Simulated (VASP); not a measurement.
# SnO (Pmn2_1) in VASP: a series of runs

Runs on SnO. Level: LDA. Tasks: single point.

All numbers are computed with VASP 6.6.1; they aren't measurements. Logs are shortened: lines on timing, memory, paths and dates and some standing lists are left out, and cuts for length are marked.

## Step 1: The cell of the first run

Symmetry: Pmn2_1, No. 31, orthorhombic system. Conventional cell: a = 3.020 Å, b = 5.674 Å, c = 4.222 Å, α = 90.00°, β = 90.00°, γ = 90.00°. Within 2.7 Å of Sn (site symmetry m) lie 3 O at 2.03 to 2.15 Å. O (site symmetry m) has 3 Sn at 2.03 to 2.15 Å within 2.7 Å.

## Step 2: Single point, LDA (strain -0.1000 x Voigt [1, 0, 0, 0, 0, 0])

File INCAR:

```
  PREC = Accurate
  ENCUT = 520
  EDIFF = 1E-7
  ISMEAR = 0
  SIGMA = 0.05
  LREAL = F
  LASPH = T
  NELM = 80
  ALGO = Normal
  ISIF = 2
  LWAVE = F
  LCHARG = T
  LELF = T
  LVHAR = T
  NBANDS = 28
```

File KPOINTS:

```
Automatic mesh
0
Gamma
  8 6 6
```

File POSCAR:

```
SnO
1.0
    3.0195045000      0.0000000000      0.0000000000
    0.0000000000      5.6741040000      0.0000000000
    0.0000000000      0.0000000000      4.2219700000
Sn O
2 2
Direct
    0.0000000000      0.2319090000      0.5131440000
    0.5000000000      0.7680910000      0.0131440000
    0.0000000000      0.8912500000      0.7368570000
    0.5000000000      0.1087500000      0.2368570000
```

Potentials or basis: VASP PAW LDA potentials, release 64 (Sn_d, O).

The run is started by

```console
> cat potpaw_LDA.64/Sn_d/POTCAR potpaw_LDA.64/O/POTCAR > POTCAR
> mpirun -np 1 vasp_std > vasp.out
```

OUTCAR:

```text
PREC = Accurate
   ENCUT = 520
   EDIFF = 1E-7
   ISMEAR = 0
   LREAL = F
   LASPH = T
   NELM = 80
   ISIF = 2

 ion  position               nearest neighbor table
   1  0.000  0.232  0.513-   4 2.03   4 2.03   3 2.15   2 3.70   2 3.70   2 3.70   2 3.70
   2  0.500  0.768  0.013-   3 2.03   3 2.03   4 2.15   1 3.70   1 3.70   1 3.70   1 3.70
   3  0.000  0.891  0.737-   2 2.03   2 2.03   1 2.15
   4  0.500  0.109  0.237-   1 2.03   1 2.03   2 2.15

  LATTYP: Found a simple orthorhombic cell.
 ALAT       =     3.0195045000
 B/A-ratio  =     1.3982327233
 C/A-ratio  =     1.8791507017

  Lattice vectors:

 A1 = (  -3.0195045000,   0.0000000000,   0.0000000000)
 A2 = (   0.0000000000,   0.0000000000,   4.2219700000)
 A3 = (   0.0000000000,   5.6741040000,   0.0000000000)

Analysis of symmetry for initial positions (statically):
=====================================================================
 Subroutine PRICEL returns:
 Original cell was already a primitive cell.

 Routine SETGRP: Setting up the symmetry group for a
 simple orthorhombic supercell.

 Subroutine GETGRP returns: Found  4 space group operations
 (whereof  2 operations were pure point group operations)
 out of a pool of  8 trial point group operations.

The static configuration has the point symmetry C_1h.
 The point group associated with its full space group is C_2v.

Analysis of symmetry for dynamics (positions and initial velocities):
=====================================================================
 Subroutine PRICEL returns:
 Original cell was already a primitive cell.

 Routine SETGRP: Setting up the symmetry group for a
 simple orthorhombic supercell.

 Subroutine GETGRP returns: Found  4 space group operations
 (whereof  2 operations were pure point group operations)
 out of a pool of  8 trial point group operations.

The dynamic configuration has the point symmetry C_1h.
 The point group associated with its full space group is C_2v.

 Subroutine INISYM returns: Found  4 space group operations
 (whereof  2 operations are pure point group operations),
 and found     1 'primitive' translations

----------------------------------------------------------------------------------------

                                     Primitive cell

  volume of cell :      72.3349

  direct lattice vectors                    reciprocal lattice vectors
     3.019504500  0.000000000  0.000000000     0.331180165  0.000000000  0.000000000
     0.000000000  5.674104000  0.000000000     0.000000000  0.176239279  0.000000000
     0.000000000  0.000000000  4.221970000     0.000000000  0.000000000  0.236856254

  length of vectors
     3.019504500  5.674104000  4.221970000     0.331180165  0.176239279  0.236856254

  position of ions in fractional coordinates (direct lattice)
     0.000000000  0.231909000  0.513144000
     0.500000000  0.768091000  0.013144000
     0.000000000  0.891250000  0.736857000
     0.500000000  0.108750000  0.236857000

  ion indices of the primitive-cell ions
   primitive index   ion index
                 1           1
                 2           2
                 3           3
                 4           4

----------------------------------------------------------------------------------------

 KPOINTS: Automatic mesh

Automatic generation of k-mesh.
 Grid dimensions read from file:
 generate k-points for:    8    6    6

 Generating k-lattice:

  Cartesian coordinates                     Fractional coordinates (reciprocal lattice)
     0.041397521  0.000000000  0.000000000     0.125000000  0.000000000  0.000000000
     0.000000000  0.029373213  0.000000000     0.000000000  0.166666667  0.000000000
     0.000000000  0.000000000  0.039476042     0.000000000  0.000000000  0.166666667

  Length of vectors
     0.041397521  0.029373213  0.039476042

  Shift w.r.t. Gamma in fractional coordinates (k-lattice)
     0.000000000  0.000000000  0.000000000

 Subroutine IBZKPT returns following result:
 ===========================================

 Found     80 irreducible k-points:

 Following reciprocal coordinates:
            Coordinates               Weight
  0.000000  0.000000  0.000000      1.000000
  0.125000  0.000000  0.000000      2.000000
  0.250000  0.000000  0.000000      2.000000
  0.375000  0.000000  0.000000      2.000000
  0.500000  0.000000  0.000000      1.000000
  0.000000  0.166667  0.000000      2.000000
[... 16 lines left out ...]
  0.250000  0.000000  0.166667      4.000000
  0.375000  0.000000  0.166667      4.000000
 [... further k-points ...]
   k-points           NKPTS =     80   k-points in BZ     NKDIM =     80   number of bands    NBANDS=     28
   number of dos      NEDOS =    301   number of ions     NIONS =      4
   total plane-waves  NPLWV =  32256
   dimension x,y,z NGX =    24 NGY =   42 NGZ =   32
   dimension x,y,z NGXF=    48 NGYF=   84 NGZF=   64
   ions per type =               2   2
   NGX,Y,Z   is equivalent  to a cutoff of  13.21, 12.31, 12.60 a.u.
   NGXF,Y,Z  is equivalent  to a cutoff of  26.43, 24.61, 25.20 a.u.
 SYSTEM =  unknown system
   PREC   = accura    normal or accurate (medium, high low for compatibility)
   ISTART =      0    job   : 0-new  1-cont  2-samecut
   ICHARG =      2    charge: 1-file 2-atom 10-const
   ISPIN  =      1    spin polarized calculation?
   LNONCOLLINEAR =      F non collinear calculations
   LSORBIT =      F    spin-orbit coupling
   LASPH  =      T    aspherical Exc in radial PAW
   ENCUT  =  520.0 eV  38.22 Ry    6.18 a.u.   5.61 10.55  7.85*2*pi/ulx,y,z
   NELM   =     80;   NELMIN=  2; NELMDL= -5     # of ELM steps
   EDIFF  = 0.1E-06   stopping-criterion for ELM
   LREAL  =      F    real-space projection
   EDIFFG = 0.1E-05   stopping-criterion for IOM
   NSW    =      0    number of steps for IOM
   IBRION =     -1    ionic relax: 0-MD 1-quasi-New 2-CG
   NFREE  =      0    steps in history (QN), initial steepest desc. (CG)
   ISIF   =      2    stress and relaxation
   ISYM   =      2    0-nonsym 1-usesym 2-fastsym
   POTIM  = 0.5000    time-step for ionic-motion
   TEBEG  =    0.0;   TEEND  =   0.0 temperature during run
   PSTRESS=    0.0 pullay stress
   NELECT =      40.0000    total number of electrons
   NUPDOWN=      -1.0000    fix difference up-down
   EMIN   =  10.00;   EMAX   =-10.00  energy-range for DOS
   EFERMI =   0.00;   METHOD = LEGACY
   ISMEAR =     0;   SIGMA  =   0.05  broadening in eV -4-tet -1-fermi 0-gaus
   EFERMI_NEDOS =   21; number of points for ismear=-14 and -15
   IALGO  =     38    algorithm
   IMIX   =      4    mixing-type and parameters
     AMIX     =   0.40;   BMIX     =  1.00
     AMIX_MAG =   1.60;   BMIX_MAG =  1.00
  volume/ion in A,a.u.               =      18.08       122.04
  Fermi-wavevector in a.u.,A,eV,Ry     =   1.343730  2.539282 24.566832  1.805611
  Thomas-Fermi vector in A             =   2.471781
   LORBIT       =      0    0 simple, 1 ext, 2 COOP (PROOUT), +10 PAW based schemes
   GGA     = CA    functional components
   LHFCALC =     F    Hartree Fock is set to
   AEXX    =    0.0000 exact exchange contribution
   IVDW    =     0    specifies the selected vdW correction
   LEPSILON=     F    determine dielectric tensor
   LRPA    =     F    only Hartree local field effects (RPA)
 non-spin polarized calculation
 Gauss-broadening in eV      SIGMA  =   0.05
  energy-cutoff  :      520.00
  volume of cell :       72.33
 maximum number of plane-waves:      1966
 NGX is ok and might be reduce to    24
   NGX = 11   NGY = 21   NGZ = 15

 number of electron      39.9999995 magnetization

 Free energy of the ion-electron system (eV)
  ---------------------------------------------------
  ext. energy  EPLUGINS =         0.00000000
  ---------------------------------------------------
  free energy    TOTEN  =       -25.01377163 eV

  energy without entropy =      -25.01377163  energy(sigma->0) =      -25.01377163

 E-fermi :   5.8129     XC(G=0): -10.4370

 val. band max:        5.5683424309   @ k =   0.2500   0.0000   0.0000
 cond. band min:       7.0427966531   @ k =   0.3750   0.5000   0.0000
 fundamental gap:      1.4744542222
 Fermi energy:         5.8128880091

 k-point     1 :       0.0000    0.0000    0.0000
  band No.  band energies     occupation
      1     -15.8536      2.00000
      2     -15.4487      2.00000
      3     -15.1301      2.00000
      4     -15.0490      2.00000
      5     -15.0193      2.00000
      6     -14.9787      2.00000
[... 20 lines left out ...]
     27      15.0606      0.00000
     28      15.9012      0.00000

 k-point     2 :       0.1250    0.0000    0.0000
  band No.  band energies     occupation
      1     -15.8360      2.00000
      2     -15.4214      2.00000
      3     -15.1489      2.00000
      4     -15.1085      2.00000
      5     -15.0451      2.00000
      6     -14.9759      2.00000
[... 20 lines left out ...]
     27      14.9053      0.00000
     28      14.9662      0.00000

 k-point     3 :       0.2500    0.0000    0.0000
  band No.  band energies     occupation
      1     -15.8314      2.00000
      2     -15.5567      2.00000
      3     -15.1337      2.00000
      4     -15.0930      2.00000
      5     -15.0361      2.00000
      6     -15.0250      2.00000
[... 20 lines left out ...]
     27      14.5737      0.00000
     28      15.3786      0.00000

 k-point     4 :       0.3750    0.0000    0.0000
  band No.  band energies     occupation
      1     -15.8659      2.00000
      2     -15.7583      2.00000
      3     -15.0962      2.00000
      4     -15.0842      2.00000
      5     -15.0630      2.00000
      6     -15.0443      2.00000
[... 578 lines left out ...]
     27      15.2594      0.00000
     28      16.0734      0.00000

 k-point    23 :       0.2500    0.0000    0.1667
  band No.  band energies     occupation
      1     -15.8219      2.00000
      2     -15.5892      2.00000
      3     -15.1294      2.00000
      4     -15.0977      2.00000
      5     -15.0360      2.00000
      6     -15.0272      2.00000
[... 20 lines left out ...]
     27      15.0477      0.00000
     28      16.1510      0.00000

 k-point    24 :       0.3750    0.0000    0.1667
  band No.  band energies     occupation
      1     -15.8662      2.00000
      2     -15.7743      2.00000
      3     -15.1061      2.00000
      4     -15.0967      2.00000
      5     -15.0506      2.00000
      6     -15.0328      2.00000
[... 20 lines left out ...]
     27      14.9246      0.00000
     28      15.8565      0.00000

 [... further k-points ...]
[... 5 lines left out ...]
  --------------------------------------------------------------------------------------
  -------------------------------------------------------------------------------------
  Total        7.0522459     -0.0350098      1.6653765      0.0000000      0.0000000      0.0000000
  in kB      156.2031946     -0.7754473     36.8871332      0.0000000      0.0000000      0.0000000
  external PRESSURE =      64.1049601 kB  Pullay stress =       0.0000000 kB

 VOLUME and BASIS-vectors are now :
 -----------------------------------------------------------------------------
  energy-cutoff  :      520.00
  volume of cell :       72.33
      direct lattice vectors                 reciprocal lattice vectors
     3.019504500  0.000000000  0.000000000     0.331180165  0.000000000  0.000000000
     0.000000000  5.674104000  0.000000000     0.000000000  0.176239279  0.000000000
     0.000000000  0.000000000  4.221970000     0.000000000  0.000000000  0.236856254

 POSITION                                       TOTAL-FORCE (eV/Angst)
 -----------------------------------------------------------------------------------
      0.00000      1.31588      2.16648         0.000000      0.564259      0.859011
      1.50975      4.35823      0.05549         0.000000     -0.564259      0.859011
      0.00000      5.05705      3.11099         0.000000      0.635332     -0.859011
      1.50975      0.61706      1.00000         0.000000     -0.635332     -0.859011
 -----------------------------------------------------------------------------------
    total drift:                                0.000000      0.000000      0.001186

  FREE ENERGIE OF THE ION-ELECTRON SYSTEM (eV)
  ---------------------------------------------------
  free  energy   TOTEN  =       -25.0137716322 eV

  energy  without entropy=      -25.0137716322  energy(sigma->0) =      -25.01377163
```

It took 66 s on 1 thread of Intel Xeon 6975P-C (Granite Rapids), shared host; peak memory 0.24 GiB.

Results:

| Quantity | Value |
| --- | --- |
| Free energy | -25.0138 eV |
| Pressure | 6.4 GPa |
| Largest force | 1.068 eV/Å |
| Band gap on the k mesh | 1.47 eV (least direct gap 1.84 eV) |

Forces in eV/Å, atoms in the order of the input:
```
Sn   0.000  0.564  0.859
Sn   0.000 -0.564  0.859
O    0.000  0.635 -0.859
O    0.000 -0.635 -0.859
```

Stress tensor (GPa, compression positive):
```
15.62  0.00  0.00
 0.00 -0.08  0.00
 0.00  0.00  3.69
```

Caveat: the cell differs from its parent crystal (strain -0.1000 x Voigt [1, 0, 0, 0, 0, 0]); the cell stands under pressure; spin-orbit coupling is left out, which moves the levels of the heavy elements; forces of over 1 eV/Å act on the atoms, so gaps and moduli don't describe the material at rest.

## Step 3: Single point, LDA (strain -0.0750 x Voigt [1, 0, 0, 0, 0, 0])

File INCAR:

```
PREC = Accurate
ENCUT = 520
EDIFF = 1E-6
ISMEAR = 0
SIGMA = 0.05
LREAL = False
LASPH = True
NELM = 60
ALGO = Normal
ISIF = 2
LWAVE = False
LCHARG = False
NBANDS = 28
```

File KPOINTS:

```
regular mesh
0
Gamma
  8 6 6
```

POSCAR: that of step 2 with these lines changed.

```diff
@@ -2,3 +2,3 @@
 1.0
-    3.0195045000      0.0000000000      0.0000000000
+    3.1033796250      0.0000000000      0.0000000000
     0.0000000000      5.6741040000      0.0000000000
```

Potentials or basis: VASP PAW LDA potentials, release 64 (Sn_d, O).

The run is started by

```console
> cat potpaw_LDA.64/Sn_d/POTCAR potpaw_LDA.64/O/POTCAR > POTCAR
> mpirun -np 1 vasp_std > vasp.out
```

Wall time 54 s (1 thread of Intel Xeon 6975P-C (Granite Rapids), shared host); peak memory 0.25 GiB.

Results (log left out):

- Free energy: -25.1642 eV
- Pressure: 2.6 GPa
- Largest force: 0.674 eV/Å
- Band gap on the k mesh: 1.43 eV (least direct gap 1.86 eV)

Forces on the atoms (eV/Å):
```
Sn   0.000  0.222  0.494
Sn   0.000 -0.222  0.494
O    0.000  0.459 -0.494
O    0.000 -0.459 -0.494
```

Stress tensor (GPa, compression positive):
```
 8.34  0.00  0.00
 0.00 -1.43  0.00
 0.00  0.00  0.93
```

Levels at points of the mesh, in eV from the valence-band top:
```
           k point  band 17  band 18  band 19  band 20  band 21  band 22  band 23  band 24
(0.00, 0.00, 0.00)    -3.75    -2.71    -2.40    -0.18     2.73     3.36     6.07     6.25
(0.50, 0.00, 0.00)    -2.86    -2.86    -0.98    -0.98     2.43     2.43     5.72     5.72
(0.00, 0.50, 0.00)    -3.72    -2.72    -1.83    -1.57     2.93     4.20     4.83     5.90
(0.50, 0.50, 0.00)    -2.92    -2.92    -0.69    -0.69     1.89     1.89     6.61     6.61
(0.00, 0.00, 0.50)    -3.19    -3.19    -1.86    -1.86     3.13     3.13     5.23     5.23
(0.50, 0.00, 0.50)    -3.34    -3.34    -0.83    -0.83     2.13     2.13     4.79     4.79
(0.00, 0.50, 0.50)    -3.19    -3.19    -1.72    -1.72     2.06     2.06     6.33     6.33
(0.50, 0.50, 0.50)    -3.58    -3.58    -0.24    -0.24     2.47     2.47     4.28     4.28
```

Caveat: the cell differs from its parent crystal (strain -0.0750 x Voigt [1, 0, 0, 0, 0, 0]); spin-orbit coupling is left out, which moves the levels of the heavy elements. A k mesh can miss the band edges.

## Step 4: Single point, LDA (strain -0.0500 x Voigt [1, 0, 0, 0, 0, 0])

File INCAR:

```
ALGO = Normal
EDIFF = 1E-6
ENCUT = 520
ISIF = 2
ISMEAR = 0
LASPH = T
LCHARG = F
LREAL = F
LWAVE = F
NBANDS = 28
NELM = 80
PREC = Accurate
SIGMA = 0.05
```

File KPOINTS:

```
k-points
0
Gamma
  8 6 6
```

POSCAR: that of step 3 with these lines changed.

```diff
@@ -2,3 +2,3 @@
 1.0
-    3.1033796250      0.0000000000      0.0000000000
+    3.1872547500      0.0000000000      0.0000000000
     0.0000000000      5.6741040000      0.0000000000
```

The run is started by

```console
> cat potpaw_LDA.64/Sn_d/POTCAR potpaw_LDA.64/O/POTCAR > POTCAR
> mpirun -np 1 vasp_std > vasp.out
```

Run time: 50 s. Hardware: 1 thread of Intel Xeon 6975P-C (Granite Rapids), shared host; peak memory 0.25 GiB.

Results (log left out):

```yaml
Free_energy: -25.2323 eV
Pressure: -0.5 GPa
Largest_force: 0.387 eV/Å
Band_gap_on_the_k_mesh: 1.42 eV (least direct gap 1.90 eV)
```

Forces on the atoms (eV/Å):
```
Sn   0.000 -0.086  0.205
Sn   0.000  0.086  0.205
O    0.000  0.329 -0.205
O    0.000 -0.329 -0.205
```

Stress tensor (GPa, compression positive):
```
 2.45  0.00  0.00
 0.00 -2.66  0.00
 0.00  0.00 -1.32
```

Levels at points of the mesh, in eV from the valence-band top:
```
           k point  band 18  band 19  band 20  band 21  band 22  band 23
(0.00, 0.00, 0.00)    -2.67    -2.25    -0.08     2.73     3.31     5.98
(0.50, 0.00, 0.00)    -2.74    -1.06    -1.06     2.49     2.49     5.65
(0.00, 0.50, 0.00)    -2.69    -1.71    -1.47     3.08     4.10     4.85
(0.50, 0.50, 0.00)    -2.80    -0.75    -0.75     1.89     1.89     6.50
(0.00, 0.00, 0.50)    -3.18    -1.75    -1.75     2.98     2.98     5.22
(0.50, 0.00, 0.50)    -3.25    -0.91    -0.91     2.14     2.14     4.73
(0.00, 0.50, 0.50)    -3.08    -1.61    -1.61     2.03     2.03     6.18
(0.50, 0.50, 0.50)    -3.51    -0.29    -0.29     2.48     2.48     4.23
```

Caveat: the cell differs from its parent crystal (strain -0.0500 x Voigt [1, 0, 0, 0, 0, 0]); spin-orbit coupling is left out, which moves the levels of the heavy elements.

## Step 5: Summary

| cell | gap on the mesh (eV) | pressure (GPa) | largest force (eV/Å) |
| --- | --- | --- | --- |
| a = 3.020, b = 5.674, c = 4.222 Å, 4 atoms | 1.47 | 6.4 | 1.07 |
| a = 3.103, b = 5.674, c = 4.222 Å, 4 atoms | 1.43 | 2.6 | 0.67 |
| a = 3.187, b = 5.674, c = 4.222 Å, 4 atoms | 1.42 | -0.5 | 0.39 |

Alike in all rows: task single point; level LDA; potentials or basis VASP PAW LDA potentials, release 64 (Sn_d, O); no spin polarisation; k mesh 8 × 6 × 6; cutoff (eV) 520; smearing gaussian 0.05 eV.

Caveats: spin-orbit coupling is left out, which moves the levels of the heavy elements; the cell stands under pressure (at least some runs); forces of over 1 eV/Å act on the atoms, so gaps and moduli don't describe the material at rest (at least some runs).

Total energies depend on the potentials used, so only differences within one code and one set of settings carry meaning.
